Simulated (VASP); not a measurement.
# TaRu (P4/mmm) in VASP: a series of runs

TaRu is run at these levels: LDA; tasks: electric field gradients.

Everything below comes from runs of VASP 6.6.1. Logs are shortened: lines on timing, memory, paths and dates and some standing lists are left out, and cuts for length are marked.

### Step 1. The cell of the first run

Symmetry: P4/mmm, No. 123, tetragonal system. The conventional cell has a = 3.012 Å, b = 3.012 Å, c = 3.343 Å, α = 90.00°, β = 90.00°, γ = 90.00°. Ta (site symmetry 4/mmm) has 8 Ru at 2.71 Å and 6 Ta at 3.01 to 3.34 Å within 3.6 Å. Within 3.6 Å of Ru (site symmetry 4/mmm) lie 8 Ta at 2.71 Å and 6 Ru at 3.01 to 3.34 Å.

### Step 2. Electric field gradients, LDA (volume scaled by 0.96)

Input file INCAR:

```
SYSTEM = TaRu
ALGO     = Normal         ! electronic algorithm
EDIFF    = 1E-8           ! SCF threshold, eV
ENCUT    = 520            ! plane-wave cutoff, eV
ISIF     = 2              ! what is computed and relaxed
ISMEAR   = -1             ! smearing method
LASPH    = .TRUE.         ! aspherical terms in the spheres
LCHARG   = .FALSE.        ! write CHGCAR
LEFG     = .TRUE.       
LREAL    = .FALSE.        ! projectors in reciprocal space
LWAVE    = .FALSE.        ! write WAVECAR
NBANDS   = 20             ! bands
NELM     = 100            ! most SCF steps
PREC     = Accurate       ! precision mode
SIGMA    = 0.05           ! smearing width, eV
```

Input file KPOINTS:

```
k-points
0
G
  11 11 10
  0 0 0
```

Input file POSCAR:

```
TaRu
1.0
    3.0117381852      0.0000000000      0.0000000000
    0.0000000000      3.0117381852      0.0000000000
    0.0000000000      0.0000000000      3.3431970880
Ta Ru
1 1
Direct
    0.5000000000      0.5000000000      0.5000000000
    0.0000000000      0.0000000000      0.0000000000
```

Potentials or basis: VASP PAW LDA potentials, release 64 (Ta_pv, Ru_pv).

Run with:

```sh
$ cat potpaw_LDA.64/Ta_pv/POTCAR potpaw_LDA.64/Ru_pv/POTCAR > POTCAR
$ mpirun -np 1 vasp_std > vasp.out
```

OUTCAR:

```text
SYSTEM = TaRu
   EDIFF = 1E-8
   ENCUT = 520
   ISIF = 2
   ISMEAR = -1
   LASPH = .TRUE.
   LREAL = .FALSE.
   NELM = 100
   PREC = Accurate

 ion  position               nearest neighbor table
   1  0.500  0.500  0.500-   2 2.71   2 2.71   2 2.71   2 2.71   2 2.71   2 2.71   2 2.71   2 2.71

   2  0.000  0.000  0.000-   1 2.71   1 2.71   1 2.71   1 2.71   1 2.71   1 2.71   1 2.71   1 2.71

  LATTYP: Found a simple tetragonal cell.
 ALAT       =     3.0117381852
 C/A-ratio  =     1.1100556829

  Lattice vectors:

 A1 = (   3.0117381852,   0.0000000000,   0.0000000000)
 A2 = (   0.0000000000,   3.0117381852,   0.0000000000)
 A3 = (   0.0000000000,   0.0000000000,   3.3431970880)

Analysis of symmetry for initial positions (statically):
=====================================================================
 Subroutine PRICEL returns:
 Original cell was already a primitive cell.

 Routine SETGRP: Setting up the symmetry group for a
 simple tetragonal supercell.

 Subroutine GETGRP returns: Found 16 space group operations
 (whereof 16 operations were pure point group operations)
 out of a pool of 16 trial point group operations.

The static configuration has the point symmetry D_4h.

Analysis of symmetry for dynamics (positions and initial velocities):
=====================================================================
 Subroutine PRICEL returns:
 Original cell was already a primitive cell.

 Routine SETGRP: Setting up the symmetry group for a
 simple tetragonal supercell.

 Subroutine GETGRP returns: Found 16 space group operations
 (whereof 16 operations were pure point group operations)
 out of a pool of 16 trial point group operations.

The dynamic configuration has the point symmetry D_4h.

 Subroutine INISYM returns: Found 16 space group operations
 (whereof 16 operations are pure point group operations),
 and found     1 'primitive' translations

----------------------------------------------------------------------------------------

                                     Primitive cell

  volume of cell :      30.3247

  direct lattice vectors                    reciprocal lattice vectors
     3.011738185  0.000000000  0.000000000     0.332034174  0.000000000  0.000000000
     0.000000000  3.011738185  0.000000000     0.000000000  0.332034174  0.000000000
     0.000000000  0.000000000  3.343197088     0.000000000  0.000000000  0.299114881

  length of vectors
     3.011738185  3.011738185  3.343197088     0.332034174  0.332034174  0.299114881

  position of ions in fractional coordinates (direct lattice)
     0.500000000  0.500000000  0.500000000
     0.000000000  0.000000000  0.000000000

  ion indices of the primitive-cell ions
   primitive index   ion index
                 1           1
                 2           2

----------------------------------------------------------------------------------------

 KPOINTS: k-points

Automatic generation of k-mesh.
 Grid dimensions read from file:
 generate k-points for:   11   11   10

 Generating k-lattice:

  Cartesian coordinates                     Fractional coordinates (reciprocal lattice)
     0.030184925  0.000000000  0.000000000     0.090909091  0.000000000  0.000000000
     0.000000000  0.030184925  0.000000000     0.000000000  0.090909091  0.000000000
     0.000000000  0.000000000  0.029911488     0.000000000  0.000000000  0.100000000

  Length of vectors
     0.030184925  0.030184925  0.029911488

  Shift w.r.t. Gamma in fractional coordinates (k-lattice)
     0.000000000  0.000000000  0.000000000

 Subroutine IBZKPT returns following result:
 ===========================================

 Found    126 irreducible k-points:

 Following reciprocal coordinates:
            Coordinates               Weight
  0.000000  0.000000  0.000000      1.000000
  0.090909  0.000000  0.000000      4.000000
  0.181818  0.000000  0.000000      4.000000
  0.272727  0.000000  0.000000      4.000000
  0.363636  0.000000  0.000000      4.000000
  0.454545  0.000000  0.000000      4.000000
[... 16 lines left out ...]
  0.090909  0.000000  0.100000      8.000000
  0.181818  0.000000  0.100000      8.000000
 [... further k-points ...]
   k-points           NKPTS =    126   k-points in BZ     NKDIM =    126   number of bands    NBANDS=     20
   number of dos      NEDOS =    301   number of ions     NIONS =      2
   total plane-waves  NPLWV =  16128
   dimension x,y,z NGX =    24 NGY =   24 NGZ =   28
   dimension x,y,z NGXF=    48 NGYF=   48 NGZF=   56
   ions per type =               1   1
   NGX,Y,Z   is equivalent  to a cutoff of  13.25, 13.25, 13.92 a.u.
   NGXF,Y,Z  is equivalent  to a cutoff of  26.50, 26.50, 27.85 a.u.
 SYSTEM =  TaRu
   PREC   = accura    normal or accurate (medium, high low for compatibility)
   ISTART =      0    job   : 0-new  1-cont  2-samecut
   ICHARG =      2    charge: 1-file 2-atom 10-const
   ISPIN  =      1    spin polarized calculation?
   LNONCOLLINEAR =      F non collinear calculations
   LSORBIT =      F    spin-orbit coupling
   LASPH  =      T    aspherical Exc in radial PAW
   ENCUT  =  520.0 eV  38.22 Ry    6.18 a.u.   5.60  5.60  6.22*2*pi/ulx,y,z
   NELM   =    100;   NELMIN=  2; NELMDL= -5     # of ELM steps
   EDIFF  = 0.1E-07   stopping-criterion for ELM
   LREAL  =      F    real-space projection
   EDIFFG = 0.1E-06   stopping-criterion for IOM
   NSW    =      0    number of steps for IOM
   IBRION =     -1    ionic relax: 0-MD 1-quasi-New 2-CG
   NFREE  =      0    steps in history (QN), initial steepest desc. (CG)
   ISIF   =      2    stress and relaxation
   ISYM   =      2    0-nonsym 1-usesym 2-fastsym
   POTIM  = 0.5000    time-step for ionic-motion
   TEBEG  =    0.0;   TEEND  =   0.0 temperature during run
   PSTRESS=    0.0 pullay stress
   NELECT =      25.0000    total number of electrons
   NUPDOWN=      -1.0000    fix difference up-down
   EMIN   =  10.00;   EMAX   =-10.00  energy-range for DOS
   EFERMI =   0.00;   METHOD = LEGACY
   ISMEAR =    -1;   SIGMA  =   0.05  broadening in eV -4-tet -1-fermi 0-gaus
   EFERMI_NEDOS =   21; number of points for ismear=-14 and -15
   IALGO  =     38    algorithm
   IMIX   =      4    mixing-type and parameters
     AMIX     =   0.40;   BMIX     =  1.00
     AMIX_MAG =   1.60;   BMIX_MAG =  1.00
  volume/ion in A,a.u.               =      15.16       102.32
  Fermi-wavevector in a.u.,A,eV,Ry     =   1.535051  2.900825 32.060501  2.356380
  Thomas-Fermi vector in A             =   2.641893
   LORBIT       =      0    0 simple, 1 ext, 2 COOP (PROOUT), +10 PAW based schemes
   GGA     = CA    functional components
   LHFCALC =     F    Hartree Fock is set to
   AEXX    =    0.0000 exact exchange contribution
   IVDW    =     0    specifies the selected vdW correction
   LEPSILON=     F    determine dielectric tensor
   LRPA    =     F    only Hartree local field effects (RPA)
 non-spin polarized calculation
  energy-cutoff  :      520.00
  volume of cell :       30.32
 maximum number of plane-waves:       836
 NGX is ok and might be reduce to    24
   NGX = 11   NGY = 11   NGZ = 13

 number of electron      24.9999997 magnetization

 Free energy of the ion-electron system (eV)
  ---------------------------------------------------
  ext. energy  EPLUGINS =         0.00000000
  ---------------------------------------------------
  free energy    TOTEN  =       -24.06866536 eV

  energy without entropy =      -24.04933193  energy(sigma->0) =      -24.05899864

 E-fermi :   9.7669     XC(G=0): -13.7146

 val. band max:        9.7511342728   @ k =   0.4545   0.1818   0.4000
 cond. band min:       9.7676573696   @ k =   0.4545   0.3636   0.0000
 fundamental gap:      0.0165230968
 Fermi energy:         9.7669120113

 k-point     1 :       0.0000    0.0000    0.0000
  band No.  band energies     occupation
      1     -33.0604      2.00000
      2     -32.9909      2.00000
      3     -32.9909      2.00000
      4     -24.8267      2.00000
      5     -24.6723      2.00000
      6     -24.6723      2.00000
[... 12 lines left out ...]
     19      19.4859      0.00000
     20      19.4859      0.00000
[... 507 lines left out ...]
 k-point    24 :       0.1818    0.0000    0.1000
  band No.  band energies     occupation
      1     -33.0574      2.00000
      2     -33.0408      2.00000
      3     -32.9818      2.00000
      4     -24.8588      2.00000
      5     -24.8264      2.00000
      6     -24.6676      2.00000
[... 12 lines left out ...]
     19      19.3953      0.00000
     20      19.9337      0.00000

 [... further k-points ...]

------------------------ aborting loop because EDIFF is reached ----------------------------------------

  FORCE on cell =-STRESS in cart. coord.  units (eV):
  Direction    XX          YY          ZZ          XY          YZ          ZX
  --------------------------------------------------------------------------------------
  -------------------------------------------------------------------------------------
  Total        0.2298801      0.2298801      0.3333773      0.0000000      0.0000000      0.0000000
  in kB       12.1455048     12.1455048     17.6136815      0.0000000      0.0000000      0.0000000
  external PRESSURE =      13.9682303 kB  Pullay stress =       0.0000000 kB

 VOLUME and BASIS-vectors are now :
 -----------------------------------------------------------------------------
  energy-cutoff  :      520.00
  volume of cell :       30.32
      direct lattice vectors                 reciprocal lattice vectors
     3.011738185  0.000000000  0.000000000     0.332034174  0.000000000  0.000000000
     0.000000000  3.011738185  0.000000000     0.000000000  0.332034174  0.000000000
     0.000000000  0.000000000  3.343197088     0.000000000  0.000000000  0.299114881

 POSITION                                       TOTAL-FORCE (eV/Angst)
 -----------------------------------------------------------------------------------
      1.50587      1.50587      1.67160         0.000000      0.000000      0.000000
      0.00000      0.00000      0.00000         0.000000      0.000000      0.000000
 -----------------------------------------------------------------------------------
    total drift:                                0.000000      0.000000     -0.000000

  FREE ENERGIE OF THE ION-ELECTRON SYSTEM (eV)
  ---------------------------------------------------
  free  energy   TOTEN  =       -24.0686653606 eV

  energy  without entropy=      -24.0493319268  energy(sigma->0) =      -24.05899864

 Electric field gradients (V/A^2)
---------------------------------------------------------------------
 ion       V_xx      V_yy      V_zz      V_xy      V_xz      V_yz
---------------------------------------------------------------------
   1      -5.054    -5.054    10.108     0.000    -0.000     0.000
   2     -17.005   -17.005    34.009     0.000     0.000    -0.000
---------------------------------------------------------------------

 Electric field gradients after diagonalization (V/A^2)
 (convention: |V_zz| > |V_xx| > |V_yy|)
----------------------------------------------------------------------
 ion       V_xx      V_yy      V_zz     asymmetry (V_yy - V_xx)/ V_zz
----------------------------------------------------------------------
   1      -5.054    -5.054    10.108       0.000
   2     -17.005   -17.005    34.009       0.000
----------------------------------------------------------------------

           NMR quadrupolar parameters

 Cq : quadrupolar parameter    Cq=e*Q*V_zz/h
 eta: asymmetry parameters     (V_yy - V_xx)/ V_zz
 Q  : nuclear electric quadrupole moment in mb (millibarn)
----------------------------------------------------------------------
 ion       Cq(MHz)       eta       Q (mb)
----------------------------------------------------------------------
   1       0.024       0.000       1.000
   2       0.082       0.000       1.000
----------------------------------------------------------------------
```

Run time: 22 s. Hardware: 1 thread of Intel Xeon 6975P-C (Granite Rapids), shared host; peak memory 0.19 GiB.

Results:

- Free energy: -24.0687 eV
- Pressure: 1.4 GPa

Stress tensor (GPa, compression positive):
```
1.21 0.00 0.00
0.00 1.21 0.00
0.00 0.00 1.76
```

Electric field gradients, principal values (V/Å²):
```
atom    least   middle  greatest (by size)
1 Ta   -5.054   -5.054              10.108
2 Ru  -17.005  -17.005              34.009
```

Caveat: without QUAD_EFG the Cq values of the log hold for a quadrupole moment of 1 mb, not for the nuclei; spin-orbit coupling is left out, which moves the levels of the heavy elements.

### Step 3. Electric field gradients, LDA (volume scaled by 0.99)

Input file INCAR:

```
PREC     = Accurate       # precision mode
ENCUT    = 520            # plane-wave cutoff, eV
EDIFF    = 1E-8           # SCF threshold, eV
ISMEAR   = -1             # smearing method
SIGMA    = 0.05           # smearing width, eV
LREAL    = F              # projectors in reciprocal space
LASPH    = T              # aspherical terms in the spheres
NELM     = 60             # most SCF steps
ALGO     = Normal         # electronic algorithm
ISIF     = 2              # what is computed and relaxed
LWAVE    = F              # write WAVECAR
LCHARG   = F              # write CHGCAR
GGA      = CA             # functional
LEFG     = T            
NBANDS   = 20             # bands
```

Input file KPOINTS:

```
Automatic mesh
0
Gamma
  11 11 10
```

Input file POSCAR:

```
TaRu
1.0
    3.0427892214      0.0000000000      0.0000000000
    0.0000000000      3.0427892214      0.0000000000
    0.0000000000      0.0000000000      3.3776654672
Ta Ru
1 1
Direct
    0.5000000000      0.5000000000      0.5000000000
    0.0000000000      0.0000000000      0.0000000000
```

Potentials or basis: VASP PAW LDA potentials, release 64 (Ta_pv, Ru_pv).

Run with:

```sh
$ cat potpaw_LDA.64/Ta_pv/POTCAR potpaw_LDA.64/Ru_pv/POTCAR > POTCAR
$ mpirun -np 1 vasp_std > vasp.out
```

OUTCAR:

```text
PREC = Accurate
   ENCUT = 520
   EDIFF = 1E-8
   ISMEAR = -1
   LREAL = F
   LASPH = T
   NELM = 60
   ISIF = 2
   GGA = CA

 ion  position               nearest neighbor table
   1  0.500  0.500  0.500-   2 2.74   2 2.74   2 2.74   2 2.74   2 2.74   2 2.74   2 2.74   2 2.74

   2  0.000  0.000  0.000-   1 2.74   1 2.74   1 2.74   1 2.74   1 2.74   1 2.74   1 2.74   1 2.74

  LATTYP: Found a simple tetragonal cell.
 ALAT       =     3.0427892214
 C/A-ratio  =     1.1100556829

  Lattice vectors:

 A1 = (   3.0427892214,   0.0000000000,   0.0000000000)
 A2 = (   0.0000000000,   3.0427892214,   0.0000000000)
[... 765 lines left out ...]
  free  energy   TOTEN  =       -24.0518298877 eV

  energy  without entropy=      -24.0321423897  energy(sigma->0) =      -24.04198614

 Electric field gradients (V/A^2)
---------------------------------------------------------------------
 ion       V_xx      V_yy      V_zz      V_xy      V_xz      V_yz
---------------------------------------------------------------------
   1      -6.135    -6.135    12.270     0.000     0.000    -0.000
   2     -13.968   -13.968    27.936    -0.000    -0.000     0.000
---------------------------------------------------------------------

 Electric field gradients after diagonalization (V/A^2)
 (convention: |V_zz| > |V_xx| > |V_yy|)
----------------------------------------------------------------------
 ion       V_xx      V_yy      V_zz     asymmetry (V_yy - V_xx)/ V_zz
----------------------------------------------------------------------
   1      -6.135    -6.135    12.270       0.000
   2     -13.968   -13.968    27.936       0.000
----------------------------------------------------------------------

           NMR quadrupolar parameters

 Cq : quadrupolar parameter    Cq=e*Q*V_zz/h
 eta: asymmetry parameters     (V_yy - V_xx)/ V_zz
 Q  : nuclear electric quadrupole moment in mb (millibarn)
----------------------------------------------------------------------
 ion       Cq(MHz)       eta       Q (mb)
----------------------------------------------------------------------
   1       0.030       0.000       1.000
   2       0.068       0.000       1.000
----------------------------------------------------------------------
```

OSZICAR:

```text
N       E                     dE             d eps       ncg     rms          rms(c)
DAV:   1     0.227848698872E+03    0.22785E+03   -0.14199E+04  5048   0.129E+03
DAV:   2    -0.195324435160E+02   -0.24738E+03   -0.24177E+03  5480   0.397E+02
DAV:   3    -0.252656192942E+02   -0.57332E+01   -0.56761E+01  5936   0.622E+01
DAV:   4    -0.253081684137E+02   -0.42549E-01   -0.42479E-01  6032   0.538E+00
DAV:   5    -0.253088077825E+02   -0.63937E-03   -0.63914E-03  6080   0.573E-01    0.182E+01
DAV:   6    -0.242908914930E+02    0.10179E+01   -0.15076E+00  5768   0.108E+01    0.737E+00
DAV:   7    -0.241376887643E+02    0.15320E+00   -0.10974E+00  5620   0.591E+00    0.260E+00
DAV:   8    -0.240573452047E+02    0.80344E-01   -0.47425E-01  5680   0.395E+00    0.634E-01
DAV:   9    -0.240521351506E+02    0.52101E-02   -0.10293E-02  5840   0.879E-01    0.212E-01
DAV:  10    -0.240518283249E+02    0.30683E-03   -0.33437E-04  6480   0.156E-01    0.485E-02
DAV:  11    -0.240518310288E+02   -0.27038E-05   -0.19671E-05  5872   0.312E-02    0.177E-02
DAV:  12    -0.240518299496E+02    0.10791E-05   -0.63324E-06  5900   0.142E-02    0.389E-03
DAV:  13    -0.240518298901E+02    0.59516E-07   -0.21196E-07  6096   0.380E-03    0.532E-04
DAV:  14    -0.240518298877E+02    0.23588E-08   -0.74002E-09  3940   0.693E-04
   1 F= -.24051830E+02 E0= -.24041986E+02  d E =-.196875E-01
```

stdout:

```text
POSCAR found type information on POSCAR TaRu
 POSCAR found :  2 types and       2 ions
 scaLAPACK will be used
 LDA part: xc-table for (Slater(with rela. corr.)+CA(PZ))
 , standard interpolation
 POSCAR, INCAR and KPOINTS ok, starting setup
 FFT: planning ... GRIDC
 FFT: planning ... GRID_SOFT
 FFT: planning ... GRID
 WAVECAR not read
 entering main loop
ion   1

ion   2
```

It took 24 s on 1 thread of Intel Xeon 6975P-C (Granite Rapids), shared host; peak memory 0.19 GiB.

What came out:

```yaml
Free_energy: -24.0518 eV
Pressure: -7.0 GPa
```

Stress tensor (GPa, compression positive):
```
-7.37  0.00  0.00
 0.00 -7.37  0.00
 0.00  0.00 -6.39
```

Levels at points of the mesh, in eV from the Fermi level:
```csv
k point,band 9,band 10,band 11,band 12,band 13,band 14,band 15,band 16
"(0.00, 0.00, 0.00)",-5.71,-2.39,-2.39,-1.51,0.43,1.79,4.35,4.48
"(0.00, 0.00, 0.50)",-3.94,-2.57,-1.81,-1.81,-0.81,0.08,0.78,0.78
```

Electric field gradients, principal values (V/Å²):
```csv
atom,least,middle,greatest (by size)
1 Ta,-6.135,-6.135,12.270
2 Ru,-13.968,-13.968,27.936
```

Caveat: without QUAD_EFG the Cq values of the log hold for a quadrupole moment of 1 mb, not for the nuclei; spin-orbit coupling is left out, which moves the levels of the heavy elements.
